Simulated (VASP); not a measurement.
A run of VASP 6.6.1 is set up as follows.

Contents of INCAR:

```
PREC = Accurate
ENCUT = 520
EDIFF = 1E-7
ISMEAR = 0
SIGMA = 0.15
LREAL = F
LASPH = T
NELM = 60
ALGO = Fast
ISIF = 2
LWAVE = F
LCHARG = F
GGA = PS
NBANDS = 11
```

File KPOINTS:

```
Automatic mesh
0
Gamma
  26 26 26
```

Contents of POSCAR:

```
Pt
1.0
   -1.5604706012      1.5604706012      1.4668423651
    1.5604706012     -1.5604706012      1.4668423651
    1.5604706012      1.5604706012     -1.4668423651
Pt
1
Direct
    0.0000000000      0.0000000000      0.0000000000
```

Potentials or basis: VASP PAW PBE potentials, release 64 (Pt).

Launch:

```bash
$ cat potpaw_PBE.64/Pt/POTCAR > POTCAR
$ mpirun -np 1 vasp_std > vasp.out
```

(1) What does it give for the pressure?

(2) Estimate the band gap on the k mesh.

## Answers

(1) 19.9 GPa.

(2) zero (bands 5 and 6 overlap by 2.56 eV).

Caveat: the cell differs from its parent crystal (strain -0.0600 x Voigt [0, 0, 1, 0, 0, 0]); the stress differs along the axes, from 15 to 22 GPa; the PAW data sets were made with another functional, which shifts forces and pressure a little; spin-orbit coupling is left out, which moves the levels of the heavy elements.
